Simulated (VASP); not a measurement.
# Ti3N3O in VASP: settings compared

Aim: see how the results for Ti3N3O move with the level of theory and the settings. Levels: PBE, PBEsol. Tasks: single point.

All numbers are computed with VASP 6.6.1; they aren't measurements. Logs are shortened: lines on timing, memory, paths and dates and some standing lists are left out, and cuts for length are marked.

## Step 1: The cell of the first run

The cell holds a slab with vacuum, 7 atoms: a = 3.003 Å, b = 3.003 Å, c = 21.554 Å, α = 90.00°, β = 90.00°, γ = 120.00°.

## Step 2: Single point, PBE

Contents of INCAR:

```
SYSTEM = Ti3N3O
  ALGO = Normal
  DIPOL = 0.5 0.5 0.359
  EDIFF = 1E-7
  ENCUT = 520
  GGA = PE
  IDIPOL = 3
  ISIF = 2
  ISMEAR = 0
  LASPH = .True.
  LCHARG = .True.
  LDIPOL = .True.
  LELF = .True.
  LREAL = .False.
  LVACPOTAV = .True.
  LVHAR = .True.
  LWAVE = .False.
  NBANDS = 38
  NELM = 100
  PREC = Accurate
  SIGMA = 0.1
```

Contents of KPOINTS:

```
k-points
0
Gamma
  9 9 1
  0 0 0
```

Contents of POSCAR:

```
Ti3N3O
1.0
    3.0028555065      0.0000000000      0.0000000000
   -1.5014277533      2.6005491526      0.0000000000
    0.0000000000      0.0000000000     21.5541471922
N Ti O
3 3 1
Direct
    0.3333333333      0.6666666667      0.1855791354
    0.0000000000      0.0000000000      0.2993308525
    0.6666666667      0.3333333333      0.4147299352
    0.6666666667      0.3333333333      0.2424549940
    0.3333333333      0.6666666667      0.3575097830
    0.0035095569     -0.0117794541      0.4698478120
    0.0000000000      0.1666666667      0.5414664014
```

Potentials or basis: VASP PAW PBE potentials, release 64 (N, Ti_sv, O).

Command:

```
$ cat potpaw_PBE.64/N/POTCAR potpaw_PBE.64/Ti_sv/POTCAR potpaw_PBE.64/O/POTCAR > POTCAR
$ mpirun -np 1 vasp_std > vasp.out
```

OUTCAR:

```text
SYSTEM = Ti3N3O
   EDIFF = 1E-7
   ENCUT = 520
   GGA = PE
   ISIF = 2
   ISMEAR = 0
   LASPH = .True.
   LREAL = .False.
   NELM = 100
   PREC = Accurate

 ion  position               nearest neighbor table
   1  0.333  0.667  0.186-   4 2.12   4 2.12   4 2.12
   2  0.000  0.000  0.299-   4 2.12   4 2.12   4 2.12   5 2.14   5 2.14   5 2.14
   3  0.667  0.333  0.415-   6 2.08   6 2.09   5 2.13   5 2.13   5 2.13   6 2.13
   4  0.667  0.333  0.242-   2 2.12   2 2.12   2 2.12   1 2.12   1 2.12   1 2.12
   5  0.333  0.667  0.358-   3 2.13   3 2.13   3 2.13   2 2.14   2 2.14   2 2.14
   6  0.004  0.988  0.470-   7 1.64   3 2.08   3 2.09   3 2.13
   7  0.000  0.167  0.541-   6 1.64

  LATTYP: Found a hexagonal cell.
 ALAT       =     3.0028555065
 C/A-ratio  =     7.1778835663

  Lattice vectors:

 A1 = (   3.0028555065,   0.0000000000,   0.0000000000)
 A2 = (  -1.5014277533,   2.6005491526,   0.0000000000)
 A3 = (   0.0000000000,   0.0000000000,  21.5541471922)

Analysis of symmetry for initial positions (statically):
=====================================================================
 Subroutine PRICEL returns:
 Original cell was already a primitive cell.

 Routine SETGRP: Setting up the symmetry group for a
 hexagonal supercell.

 Subroutine GETGRP returns: Found  1 space group operations
 (whereof  1 operations were pure point group operations)
 out of a pool of 24 trial point group operations.

The static configuration has the point symmetry C_1 .

Analysis of symmetry for dynamics (positions and initial velocities):
=====================================================================
 Subroutine PRICEL returns:
 Original cell was already a primitive cell.

 Routine SETGRP: Setting up the symmetry group for a
 hexagonal supercell.

 Subroutine GETGRP returns: Found  1 space group operations
 (whereof  1 operations were pure point group operations)
 out of a pool of 24 trial point group operations.

The dynamic configuration has the point symmetry C_1 .

 Subroutine INISYM returns: Found  1 space group operations
 (whereof  1 operations are pure point group operations),
 and found     1 'primitive' translations

----------------------------------------------------------------------------------------

                                     Primitive cell

  volume of cell :     168.3179

  direct lattice vectors                    reciprocal lattice vectors
     3.002855506  0.000000000  0.000000000     0.333016357  0.192267083  0.000000000
    -1.501427753  2.600549153  0.000000000     0.000000000  0.384534166  0.000000000
     0.000000000  0.000000000 21.554147192     0.000000000  0.000000000  0.046394784

  length of vectors
     3.002855506  3.002855507 21.554147192     0.384534166  0.384534166  0.046394784

  position of ions in fractional coordinates (direct lattice)
     0.333333333  0.666666667  0.185579135
     0.000000000  0.000000000  0.299330852
     0.666666667  0.333333333  0.414729935
     0.666666667  0.333333333  0.242454994
     0.333333333  0.666666667  0.357509783
     0.003509557  0.988220546  0.469847812
     0.000000000  0.166666667  0.541466401

  ion indices of the primitive-cell ions
   primitive index   ion index
                 1           1
                 2           2
                 3           3
                 4           4
                 5           5
                 6           6
                 7           7

----------------------------------------------------------------------------------------

 KPOINTS: k-points

Automatic generation of k-mesh.
 Grid dimensions read from file:
 generate k-points for:    9    9    1

 Generating k-lattice:

  Cartesian coordinates                     Fractional coordinates (reciprocal lattice)
     0.037001817  0.021363009  0.000000000     0.111111111  0.000000000  0.000000000
     0.000000000  0.042726018  0.000000000     0.000000000  0.111111111  0.000000000
     0.000000000  0.000000000  0.046394784     0.000000000  0.000000000  1.000000000

  Length of vectors
     0.042726018  0.042726018  0.046394784

  Shift w.r.t. Gamma in fractional coordinates (k-lattice)
     0.000000000  0.000000000  0.000000000

 Subroutine IBZKPT returns following result:
 ===========================================

 Found     41 irreducible k-points:

 Following reciprocal coordinates:
            Coordinates               Weight
  0.000000  0.000000  0.000000      1.000000
  0.111111  0.000000  0.000000      2.000000
  0.000000  0.111111  0.000000      2.000000
 -0.111111  0.111111  0.000000      2.000000
  0.222222 -0.000000  0.000000      2.000000
  0.000000  0.222222  0.000000      2.000000
[... 16 lines left out ...]
  0.333333  0.111111  0.000000      2.000000
 -0.111111  0.444444  0.000000      2.000000
 [... further k-points ...]
   k-points           NKPTS =     41   k-points in BZ     NKDIM =     41   number of bands    NBANDS=     38
   number of dos      NEDOS =    301   number of ions     NIONS =      7
   total plane-waves  NPLWV =  92160
   dimension x,y,z NGX =    24 NGY =   24 NGZ =  160
   dimension x,y,z NGXF=    48 NGYF=   48 NGZF=  320
   ions per type =               3   3   1
   NGX,Y,Z   is equivalent  to a cutoff of  13.29, 13.29, 12.34 a.u.
   NGXF,Y,Z  is equivalent  to a cutoff of  26.57, 26.57, 24.68 a.u.
 SYSTEM =  Ti3N3O
   PREC   = accura    normal or accurate (medium, high low for compatibility)
   ISTART =      0    job   : 0-new  1-cont  2-samecut
   ICHARG =      2    charge: 1-file 2-atom 10-const
   ISPIN  =      1    spin polarized calculation?
   LNONCOLLINEAR =      F non collinear calculations
   LSORBIT =      F    spin-orbit coupling
   LASPH  =      T    aspherical Exc in radial PAW
   ENCUT  =  520.0 eV  38.22 Ry    6.18 a.u.   5.58  5.58 40.08*2*pi/ulx,y,z
   NELM   =    100;   NELMIN=  2; NELMDL= -5     # of ELM steps
   EDIFF  = 0.1E-06   stopping-criterion for ELM
   LREAL  =      F    real-space projection
   EDIFFG = 0.1E-05   stopping-criterion for IOM
   NSW    =      0    number of steps for IOM
   IBRION =     -1    ionic relax: 0-MD 1-quasi-New 2-CG
   NFREE  =      0    steps in history (QN), initial steepest desc. (CG)
   ISIF   =      2    stress and relaxation
   ISYM   =      2    0-nonsym 1-usesym 2-fastsym
   POTIM  = 0.5000    time-step for ionic-motion
   TEBEG  =    0.0;   TEEND  =   0.0 temperature during run
   PSTRESS=    0.0 pullay stress
   NELECT =      57.0000    total number of electrons
   NUPDOWN=      -1.0000    fix difference up-down
   EMIN   =  10.00;   EMAX   =-10.00  energy-range for DOS
   EFERMI =   0.00;   METHOD = LEGACY
   ISMEAR =     0;   SIGMA  =   0.10  broadening in eV -4-tet -1-fermi 0-gaus
   EFERMI_NEDOS =   21; number of points for ismear=-14 and -15
   IALGO  =     38    algorithm
   IMIX   =      4    mixing-type and parameters
     AMIX     =   0.40;   BMIX     =  1.00
     AMIX_MAG =   1.60;   BMIX_MAG =  1.00
  volume/ion in A,a.u.               =      24.05       162.27
  Fermi-wavevector in a.u.,A,eV,Ry     =   1.141098  2.156363 17.716214  1.302105
  Thomas-Fermi vector in A             =   2.277799
   LORBIT       =      0    0 simple, 1 ext, 2 COOP (PROOUT), +10 PAW based schemes
   GGA     = PE    functional components
   LHFCALC =     F    Hartree Fock is set to
   AEXX    =    0.0000 exact exchange contribution
   IVDW    =     0    specifies the selected vdW correction
   LEPSILON=     F    determine dielectric tensor
   LRPA    =     F    only Hartree local field effects (RPA)
 non-spin polarized calculation
 Gauss-broadening in eV      SIGMA  =   0.10
  energy-cutoff  :      520.00
  volume of cell :      168.32
 maximum number of plane-waves:      4581
   NGX = 11   NGY = 11   NGZ = 81

 dipolmoment           0.000000      0.000000     -0.002486 electrons x Angstroem

 number of electron      57.0000012 magnetization

 dipolmoment           0.000000      0.000000      0.004856 electrons x Angstroem

 Free energy of the ion-electron system (eV)
  ---------------------------------------------------
  ext. energy  EPLUGINS =         0.00000000
  ---------------------------------------------------
  free energy    TOTEN  =       -62.06625955 eV

  energy without entropy =      -62.04911295  energy(sigma->0) =      -62.05768625

 E-fermi :  -1.2944     XC(G=0):  -5.7905

 val. band max:       -1.3000861996   @ k =  -0.2222   0.4444   0.0000
 cond. band min:      -1.2679754252   @ k =  -0.2222   0.3333   0.0000
 fundamental gap:      0.0321107744
 Fermi energy:        -1.2943848851

 k-point     1 :       0.0000    0.0000    0.0000
  band No.  band energies     occupation
      1     -58.9576      2.00000
      2     -58.2281      2.00000
      3     -57.8750      2.00000
      4     -35.3530      2.00000
      5     -35.0195      2.00000
      6     -35.0149      2.00000
[... 30 lines left out ...]
     37       1.2985      0.00000
     38       1.5319      0.00000

 k-point     2 :       0.1111    0.0000    0.0000
  band No.  band energies     occupation
      1     -58.9502      2.00000
      2     -58.2211      2.00000
      3     -57.8679      2.00000
      4     -35.3365      2.00000
      5     -35.0751      2.00000
      6     -35.0314      2.00000
[... 30 lines left out ...]
     37       1.4702      0.00000
     38       1.7664      0.00000

 k-point     3 :       0.0000    0.1111    0.0000
  band No.  band energies     occupation
      1     -58.9502      2.00000
      2     -58.2211      2.00000
      3     -57.8679      2.00000
      4     -35.3366      2.00000
      5     -35.0771      2.00000
      6     -35.0291      2.00000
[... 30 lines left out ...]
     37       1.5643      0.00000
[... 781 lines left out ...]
 k-point    23 :       0.3333    0.1111    0.0000
  band No.  band energies     occupation
      1     -58.8993      2.00000
      2     -58.1726      2.00000
      3     -57.8190      2.00000
      4     -35.4291      2.00000
      5     -35.2226      2.00000
      6     -35.1439      2.00000
[... 30 lines left out ...]
     37       2.2727      0.00000
     38       2.3161      0.00000

 k-point    24 :      -0.1111    0.4444    0.0000
  band No.  band energies     occupation
      1     -58.8993      2.00000
      2     -58.1723      2.00000
      3     -57.8190      2.00000
      4     -35.4312      2.00000
      5     -35.2251      2.00000
      6     -35.1415      2.00000
[... 30 lines left out ...]
     37       2.2981      0.00000
     38       2.3928      0.00000

 [... further k-points ...]
[... 5 lines left out ...]
  --------------------------------------------------------------------------------------
  -------------------------------------------------------------------------------------
  Total        1.2952366      2.0042116     -3.3038657      0.2979968      2.7500281     -1.0668912
  in kB       12.3290423     19.0776035    -31.4486948      2.8365592     26.1768489    -10.1554776
  external PRESSURE =      -0.0140163 kB  Pullay stress =       0.0000000 kB

 VOLUME and BASIS-vectors are now :
 -----------------------------------------------------------------------------
  energy-cutoff  :      520.00
  volume of cell :      168.32
      direct lattice vectors                 reciprocal lattice vectors
     3.002855506  0.000000000  0.000000000     0.333016357  0.192267083  0.000000000
    -1.501427753  2.600549153  0.000000000     0.000000000  0.384534166  0.000000000
     0.000000000  0.000000000 21.554147192     0.000000000  0.000000000  0.046394784

 POSITION                                       TOTAL-FORCE (eV/Angst)
 -----------------------------------------------------------------------------------
     -0.00000      1.73370      4.00000        -0.001007     -0.001766      4.200900
      0.00000      0.00000      6.45182         0.025098     -0.025220      1.186892
      1.50143      0.86685      8.93915         0.395634     -0.877976      0.056257
      1.50143      0.86685      5.22591         0.001877      0.030545     -5.314112
     -0.00000      1.73370      7.70582        -0.063999     -0.053932     -0.153046
     -1.47320      2.56992     10.12717         0.067894     -0.122594     -0.318461
     -0.25024      0.43342     11.67085        -0.425498      1.050942      0.341569
 -----------------------------------------------------------------------------------
    total drift:                                0.000023     -0.000320      0.000053

  FREE ENERGIE OF THE ION-ELECTRON SYSTEM (eV)
  ---------------------------------------------------
  free  energy   TOTEN  =       -62.0662595507 eV

  energy  without entropy=      -62.0491129500  energy(sigma->0) =      -62.05768625

 vacuum level on the upper side and lower side of the slab         7.007         6.895
```

It took 8.9 min on 1 thread of Intel Xeon Platinum 8488C (Sapphire Rapids), shared host; peak memory 0.43 GiB.

What came out:

```
Free energy            : -62.0663 eV
Largest force          : 5.314 eV/Å
Band gap on the k mesh : zero (an odd number of electrons rules out a gap without spin polarisation)
```

Forces on the atoms (eV/Å):
```
N   -0.001 -0.002  4.201
N    0.025 -0.025  1.187
N    0.396 -0.878  0.056
Ti   0.002  0.031 -5.314
Ti  -0.064 -0.054 -0.153
Ti   0.068 -0.123 -0.318
O   -0.425  1.051  0.342
```

Levels at points of the mesh, in eV from the Fermi level:
| k point | band 26 | band 27 | band 28 | band 29 | band 30 | band 31 |
| --- | --- | --- | --- | --- | --- | --- |
| (0.00, 0.00, 0.00) | -0.95 | -0.26 | -0.25 | 0.38 | 0.48 | 0.70 |

Caveat: an odd number of electrons without spin polarisation forces a metal; a magnetic or distorted state may lie lower.

(Part 1 of 3 ends here.)

The gap in the log of VASP goes by the Fermi energy; the results here count the filled bands.